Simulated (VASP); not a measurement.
# InB2As3 (P4/mmm) in VASP: a series of runs

The runs below take InB2As3 through single point, with PBE.

All numbers are computed with VASP 6.6.1; they aren't measurements. Logs are shortened: lines on timing, memory, paths and dates and some standing lists are left out, and cuts for length are marked.

### 1 The cell of the first run

It takes space group P4/mmm (No. 123, tetragonal). Conventional cell: a = 3.408 Å, b = 3.408 Å, c = 8.776 Å, α = 90.00°, β = 90.00°, γ = 90.00°. In (site symmetry 4/mmm) has 8 B at 2.54 Å and 2 As at 2.82 Å within 3.4 Å. B (site symmetry 4mm) has 1 B at 1.60 Å within 2.1 Å. As (site symmetry 4mm) has 1 In at 2.82 Å and 9 As at 2.87 to 3.41 Å and 4 B at 3.15 Å within 3.7 Å. Within 3.8 Å of As (site symmetry 4/mmm) lie 12 As at 2.87 to 3.41 Å and 2 B at 3.59 Å.

### 2 Single point, PBE

Input file INCAR:

```
PREC = Accurate ; ENCUT = 520
EDIFF = 1E-6 ; ISMEAR = 0
SIGMA = 0.1 ; LREAL = F
LASPH = T ; NELM = 80
ALGO = Normal ; ISIF = 2
LWAVE = F ; LCHARG = F
GGA = PE ; NBANDS = 26
```

Input file KPOINTS:

```
Automatic mesh
0
Gamma
  4 4 4
```

Input file POSCAR:

```
InB2As3
1.0
    3.4078733640      0.0000000000      0.0000000000
    0.0000000000      3.4078733640      0.0000000000
    0.0000000000      0.0000000000      8.7764373625
In B As
1 2 3
Direct
    0.0000000000      0.0000000000      0.5000000000
    0.5000000000      0.5000000000      0.4089773979
    0.5000000000      0.5000000000      0.5910226021
    0.0000000000      0.0000000000      0.8217283736
    0.0000000000      0.0000000000      0.1782716264
    0.5000000000      0.5000000000      0.0000000000
```

Potentials or basis: VASP PAW PBE potentials, release 64 (In_d, B, As).

On the command line:

```bash
$ cat potpaw_PBE.64/In_d/POTCAR potpaw_PBE.64/B/POTCAR potpaw_PBE.64/As/POTCAR > POTCAR
$ mpirun -np 1 vasp_std > vasp.out
```

OUTCAR:

```text
PREC = Accurate
   ENCUT = 520
   EDIFF = 1E-6
   ISMEAR = 0
   LREAL = F
   LASPH = T
   NELM = 80
   ISIF = 2
   GGA = PE

 ion  position               nearest neighbor table
   1  0.000  0.000  0.500-   2 2.54   3 2.54   2 2.54   3 2.54   2 2.54   3 2.54   2 2.54   3 2.54
                             4 2.82   5 2.82
   2  0.500  0.500  0.409-   3 1.60   1 2.54   1 2.54   1 2.54   1 2.54
   3  0.500  0.500  0.591-   2 1.60   1 2.54   1 2.54   1 2.54   1 2.54
   4  0.000  0.000  0.822-   1 2.82   6 2.87   6 2.87   6 2.87   6 2.87
   5  0.000  0.000  0.178-   1 2.82   6 2.87   6 2.87   6 2.87   6 2.87
   6  0.500  0.500  0.000-   4 2.87   5 2.87   4 2.87   5 2.87   4 2.87   5 2.87   4 2.87   5 2.87

  LATTYP: Found a simple tetragonal cell.
 ALAT       =     3.4078733640
 C/A-ratio  =     2.5753414007

  Lattice vectors:

 A1 = (   3.4078733640,   0.0000000000,   0.0000000000)
 A2 = (   0.0000000000,   3.4078733640,   0.0000000000)
 A3 = (   0.0000000000,   0.0000000000,   8.7764373625)

Analysis of symmetry for initial positions (statically):
=====================================================================
 Subroutine PRICEL returns:
 Original cell was already a primitive cell.

 Routine SETGRP: Setting up the symmetry group for a
 simple tetragonal supercell.

 Subroutine GETGRP returns: Found 16 space group operations
 (whereof 16 operations were pure point group operations)
 out of a pool of 16 trial point group operations.

The static configuration has the point symmetry D_4h.

Analysis of symmetry for dynamics (positions and initial velocities):
=====================================================================
 Subroutine PRICEL returns:
 Original cell was already a primitive cell.

 Routine SETGRP: Setting up the symmetry group for a
 simple tetragonal supercell.

 Subroutine GETGRP returns: Found 16 space group operations
 (whereof 16 operations were pure point group operations)
 out of a pool of 16 trial point group operations.

The dynamic configuration has the point symmetry D_4h.

 Subroutine INISYM returns: Found 16 space group operations
 (whereof 16 operations are pure point group operations),
 and found     1 'primitive' translations

----------------------------------------------------------------------------------------

                                     Primitive cell

  volume of cell :     101.9260

  direct lattice vectors                    reciprocal lattice vectors
     3.407873364  0.000000000  0.000000000     0.293438134  0.000000000  0.000000000
     0.000000000  3.407873364  0.000000000     0.000000000  0.293438134  0.000000000
     0.000000000  0.000000000  8.776437362     0.000000000  0.000000000  0.113941450

  length of vectors
     3.407873364  3.407873364  8.776437362     0.293438134  0.293438134  0.113941450

  position of ions in fractional coordinates (direct lattice)
     0.000000000  0.000000000  0.500000000
     0.500000000  0.500000000  0.408977398
     0.500000000  0.500000000  0.591022602
     0.000000000  0.000000000  0.821728374
     0.000000000  0.000000000  0.178271626
     0.500000000  0.500000000  0.000000000

  ion indices of the primitive-cell ions
   primitive index   ion index
                 1           1
                 2           2
                 3           3
                 4           4
                 5           5
                 6           6

----------------------------------------------------------------------------------------

 KPOINTS: Automatic mesh

Automatic generation of k-mesh.
 Grid dimensions read from file:
 generate k-points for:    4    4    4

 Generating k-lattice:

  Cartesian coordinates                     Fractional coordinates (reciprocal lattice)
     0.073359533  0.000000000  0.000000000     0.250000000  0.000000000  0.000000000
     0.000000000  0.073359533  0.000000000     0.000000000  0.250000000  0.000000000
     0.000000000  0.000000000  0.028485363     0.000000000  0.000000000  0.250000000

  Length of vectors
     0.073359533  0.073359533  0.028485363

  Shift w.r.t. Gamma in fractional coordinates (k-lattice)
     0.000000000  0.000000000  0.000000000

 Subroutine IBZKPT returns following result:
 ===========================================

 Found     18 irreducible k-points:

 Following reciprocal coordinates:
            Coordinates               Weight
  0.000000  0.000000  0.000000      1.000000
  0.250000  0.000000  0.000000      4.000000
  0.500000  0.000000  0.000000      2.000000
  0.250000  0.250000  0.000000      4.000000
  0.500000  0.250000  0.000000      4.000000
  0.500000  0.500000  0.000000      1.000000
[... 10 lines left out ...]
  0.500000  0.250000  0.500000      4.000000
  0.500000  0.500000  0.500000      1.000000
   k-points           NKPTS =     18   k-points in BZ     NKDIM =     18   number of bands    NBANDS=     26
   number of dos      NEDOS =    301   number of ions     NIONS =      6
   total plane-waves  NPLWV =  54880
   dimension x,y,z NGX =    28 NGY =   28 NGZ =   70
   dimension x,y,z NGXF=    56 NGYF=   56 NGZF=  140
   ions per type =               1   2   3
   NGX,Y,Z   is equivalent  to a cutoff of  13.66, 13.66, 13.26 a.u.
   NGXF,Y,Z  is equivalent  to a cutoff of  27.32, 27.32, 26.52 a.u.
 SYSTEM =  unknown system
   PREC   = accura    normal or accurate (medium, high low for compatibility)
   ISTART =      0    job   : 0-new  1-cont  2-samecut
   ICHARG =      2    charge: 1-file 2-atom 10-const
   ISPIN  =      1    spin polarized calculation?
   LNONCOLLINEAR =      F non collinear calculations
   LSORBIT =      F    spin-orbit coupling
   LASPH  =      T    aspherical Exc in radial PAW
   ENCUT  =  520.0 eV  38.22 Ry    6.18 a.u.   6.34  6.34 16.32*2*pi/ulx,y,z
   NELM   =     80;   NELMIN=  2; NELMDL= -5     # of ELM steps
   EDIFF  = 0.1E-05   stopping-criterion for ELM
   LREAL  =      F    real-space projection
   EDIFFG = 0.1E-04   stopping-criterion for IOM
   NSW    =      0    number of steps for IOM
   IBRION =     -1    ionic relax: 0-MD 1-quasi-New 2-CG
   NFREE  =      0    steps in history (QN), initial steepest desc. (CG)
   ISIF   =      2    stress and relaxation
   ISYM   =      2    0-nonsym 1-usesym 2-fastsym
   POTIM  = 0.5000    time-step for ionic-motion
   TEBEG  =    0.0;   TEEND  =   0.0 temperature during run
   PSTRESS=    0.0 pullay stress
   NELECT =      34.0000    total number of electrons
   NUPDOWN=      -1.0000    fix difference up-down
   EMIN   =  10.00;   EMAX   =-10.00  energy-range for DOS
   EFERMI =   0.00;   METHOD = LEGACY
   ISMEAR =     0;   SIGMA  =   0.10  broadening in eV -4-tet -1-fermi 0-gaus
   EFERMI_NEDOS =   21; number of points for ismear=-14 and -15
   IALGO  =     38    algorithm
   IMIX   =      4    mixing-type and parameters
     AMIX     =   0.40;   BMIX     =  1.00
     AMIX_MAG =   1.60;   BMIX_MAG =  1.00
  volume/ion in A,a.u.               =      16.99       114.64
  Fermi-wavevector in a.u.,A,eV,Ry     =   1.135375  2.145548 17.538956  1.289077
  Thomas-Fermi vector in A             =   2.272080
   LORBIT       =      0    0 simple, 1 ext, 2 COOP (PROOUT), +10 PAW based schemes
   GGA     = PE    functional components
   LHFCALC =     F    Hartree Fock is set to
   AEXX    =    0.0000 exact exchange contribution
   IVDW    =     0    specifies the selected vdW correction
   LEPSILON=     F    determine dielectric tensor
   LRPA    =     F    only Hartree local field effects (RPA)
 non-spin polarized calculation
 Gauss-broadening in eV      SIGMA  =   0.10
  energy-cutoff  :      520.00
  volume of cell :      101.93
 maximum number of plane-waves:      2764
 NGX is ok and might be reduce to    28
   NGX = 13   NGY = 13   NGZ = 33

 number of electron      33.9999997 magnetization

 Free energy of the ion-electron system (eV)
  ---------------------------------------------------
  ext. energy  EPLUGINS =         0.00000000
  ---------------------------------------------------
  free energy    TOTEN  =       -23.98802370 eV

  energy without entropy =      -23.97425659  energy(sigma->0) =      -23.98114015

 E-fermi :   6.1241     XC(G=0): -10.6401

 val. band max:        6.1153719757   @ k =   0.5000   0.2500   0.2500
 cond. band min:       6.1537144549   @ k =   0.5000   0.5000   0.0000
 fundamental gap:      0.0383424791
 Fermi energy:         6.1241388468

 k-point     1 :       0.0000    0.0000    0.0000
  band No.  band energies     occupation
      1      -8.7527      2.00000
      2      -8.5639      2.00000
      3      -8.3519      2.00000
      4      -8.3519      2.00000
      5      -8.3119      2.00000
      6      -8.2237      2.00000
[... 18 lines left out ...]
     25      11.2978      0.00000
     26      11.2978      0.00000

 k-point     2 :       0.2500    0.0000    0.0000
  band No.  band energies     occupation
      1      -8.6510      2.00000
      2      -8.4522      2.00000
      3      -8.4285      2.00000
      4      -8.4065      2.00000
      5      -8.3403      2.00000
      6      -7.4951      2.00000
[... 18 lines left out ...]
     25      11.1786      0.00000
     26      13.4404      0.00000

 k-point     3 :       0.5000    0.0000    0.0000
  band No.  band energies     occupation
      1      -8.5935      2.00000
      2      -8.5008      2.00000
      3      -8.4977      2.00000
      4      -8.3287      2.00000
      5      -8.3112      2.00000
      6      -5.5320      2.00000
[... 398 lines left out ...]
 k-point    17 :       0.5000    0.2500    0.5000
  band No.  band energies     occupation
      1      -8.7167      2.00000
      2      -8.4850      2.00000
      3      -8.4820      2.00000
      4      -8.4001      2.00000
      5      -8.2393      2.00000
      6      -4.9463      2.00000
[... 18 lines left out ...]
     25      10.0085      0.00000
     26      14.1528      0.00000

 k-point    18 :       0.5000    0.5000    0.5000
  band No.  band energies     occupation
      1      -8.9051      2.00000
      2      -8.4688      2.00000
      3      -8.4688      2.00000
      4      -8.4177      2.00000
      5      -8.1244      2.00000
      6      -4.0870      2.00000
[... 18 lines left out ...]
     25      10.5598      0.00000
     26      11.9578      0.00000

------------------------ aborting loop because EDIFF is reached ----------------------------------------

  FORCE on cell =-STRESS in cart. coord.  units (eV):
  Direction    XX          YY          ZZ          XY          YZ          ZX
  --------------------------------------------------------------------------------------
  -------------------------------------------------------------------------------------
  Total        0.0505600      0.0505600      0.2435092      0.0000000     -0.0000000      0.0000000
  in kB        0.7947542      0.7947542      3.8277264      0.0000000     -0.0000000      0.0000000
  external PRESSURE =       1.8057449 kB  Pullay stress =       0.0000000 kB

 VOLUME and BASIS-vectors are now :
 -----------------------------------------------------------------------------
  energy-cutoff  :      520.00
  volume of cell :      101.93
      direct lattice vectors                 reciprocal lattice vectors
     3.407873364  0.000000000  0.000000000     0.293438134  0.000000000  0.000000000
     0.000000000  3.407873364  0.000000000     0.000000000  0.293438134  0.000000000
     0.000000000  0.000000000  8.776437362     0.000000000  0.000000000  0.113941450

 POSITION                                       TOTAL-FORCE (eV/Angst)
 -----------------------------------------------------------------------------------
      0.00000      0.00000      4.38822        -0.000000     -0.000000     -0.000000
      1.70394      1.70394      3.58936         0.000000     -0.000000     -0.036335
      1.70394      1.70394      5.18707        -0.000000      0.000000      0.036335
      0.00000      0.00000      7.21185         0.000000     -0.000000      0.016029
      0.00000      0.00000      1.56459        -0.000000     -0.000000     -0.016029
      1.70394      1.70394      0.00000        -0.000000     -0.000000     -0.000000
 -----------------------------------------------------------------------------------
    total drift:                               -0.000000      0.000000      0.000000

  FREE ENERGIE OF THE ION-ELECTRON SYSTEM (eV)
  ---------------------------------------------------
  free  energy   TOTEN  =       -23.9880237015 eV

  energy  without entropy=      -23.9742565910  energy(sigma->0) =      -23.98114015
```

It took 21 s on 1 thread of Intel Xeon 6975P-C (Granite Rapids), shared host; peak memory 0.24 GiB.

What came out:

- Free energy: -23.9880 eV
- Pressure: 0.2 GPa
- Largest force: 0.036 eV/Å
- Band gap on the k mesh: zero (band 17 reaches 7.20 eV, above the bottom of band 18 at 4.06 eV)

Forces in eV/Å, atoms in the order of the input:
```
In   0.000  0.000  0.000
B    0.000  0.000 -0.036
B    0.000  0.000  0.036
As   0.000  0.000  0.016
As   0.000  0.000 -0.016
As   0.000  0.000  0.000
```

Levels at points of the mesh, in eV from the Fermi level:
```csv
k point,band 15,band 16,band 17,band 18,band 19,band 20
"(0.00, 0.00, 0.00)",-1.06,-0.60,0.87,0.87,1.22,1.89
"(0.50, 0.00, 0.00)",-1.86,0.64,0.96,1.07,1.69,1.99
"(0.50, 0.50, 0.00)",-2.91,-2.91,-2.72,-0.37,-0.35,0.03
"(0.00, 0.00, 0.50)",-1.50,0.19,0.27,1.40,1.40,1.97
"(0.50, 0.00, 0.50)",0.47,0.61,0.70,0.99,1.03,1.11
"(0.50, 0.50, 0.50)",-2.84,-2.15,-2.15,-2.06,-1.89,0.21
```

Caveat: the k points lie up to 0.46 Å⁻¹ apart; spin-orbit coupling is left out, which moves the levels of the heavy elements.

### 3 Single point, PBE

This run uses another cell than the first one, of 17.10 Å³/atom, 1.007 times its volume.

Input file INCAR:

```
  PREC = Accurate
  ENCUT = 520
  EDIFF = 1E-7
  ISMEAR = 0
  SIGMA = 0.1
  LREAL = F
  LASPH = T
  NELM = 80
  ALGO = Normal
  ISIF = 2
  LWAVE = F
  LCHARG = F
  GGA = PE
  NBANDS = 26
```

Input file KPOINTS:

```
regular mesh
0
Gamma
  6 6 2
```

Input file POSCAR:

```
InB2As3
1.0
    3.4915774067      0.0000000000      0.0000000000
    0.0000000000      3.4915774067      0.0000000000
    0.0000000000      0.0000000000      8.4182265841
In B As
1 2 3
Direct
    0.0000000000      0.0000000000      0.5000000000
    0.5000000000      0.5000000000      0.4049231245
    0.5000000000      0.5000000000      0.5950768755
    0.0000000000      0.0000000000      0.8288565433
    0.0000000000      0.0000000000      0.1711434567
    0.5000000000      0.5000000000      0.0000000000
```

Potentials or basis: VASP PAW PBE potentials, release 64 (In_d, B, As).

On the command line:

```bash
$ cat potpaw_PBE.64/In_d/POTCAR potpaw_PBE.64/B/POTCAR potpaw_PBE.64/As/POTCAR > POTCAR
$ mpirun -np 1 vasp_std > vasp.out
```

It took 21 s on 1 thread of Intel Xeon 6975P-C (Granite Rapids), shared host; peak memory 0.24 GiB.

The run converged. Its results:

- Free energy: -23.7469 eV
- Pressure: 0.2 GPa
- Largest force: 0.040 eV/Å
- Band gap on the k mesh: zero (band 17 reaches 6.93 eV, above the bottom of band 18 at 4.20 eV)

Forces in eV/Å, atoms in the order of the input:
```
In   0.000  0.000  0.000
B    0.000  0.000 -0.040
B    0.000  0.000  0.040
As   0.000  0.000 -0.007
As   0.000  0.000  0.007
As   0.000  0.000  0.000
```

Stress tensor (GPa, compression positive):
```
0.12 0.00 0.00
0.00 0.12 0.00
0.00 0.00 0.23
```

Levels at points of the mesh, in eV from the Fermi level:
| k point | band 14 | band 15 | band 16 | band 17 | band 18 | band 19 | band 20 | band 21 |
| --- | --- | --- | --- | --- | --- | --- | --- | --- |
| (0.00, 0.00, 0.00) | -1.16 | -1.16 | -0.76 | 0.64 | 0.64 | 0.86 | 1.60 | 3.66 |
| (0.50, 0.00, 0.00) | -1.87 | -1.55 | 0.28 | 0.29 | 0.71 | 1.55 | 1.71 | 2.02 |
| (0.50, 0.50, 0.00) | -4.38 | -2.98 | -2.81 | -2.81 | -0.15 | -0.08 | -0.01 | 0.46 |
| (0.00, 0.00, 0.50) | -1.57 | -1.57 | -0.18 | -0.03 | 1.28 | 1.28 | 1.90 | 3.44 |
| (0.50, 0.00, 0.50) | 0.29 | 0.35 | 0.46 | 0.50 | 0.66 | 0.67 | 1.54 | 1.72 |
| (0.50, 0.50, 0.50) | -3.25 | -2.96 | -2.13 | -2.10 | -1.89 | -1.89 | 0.46 | 0.46 |

Caveat: the k points lie up to 0.37 Å⁻¹ apart; spin-orbit coupling is left out, which moves the levels of the heavy elements.

[end of part 1 of 2]
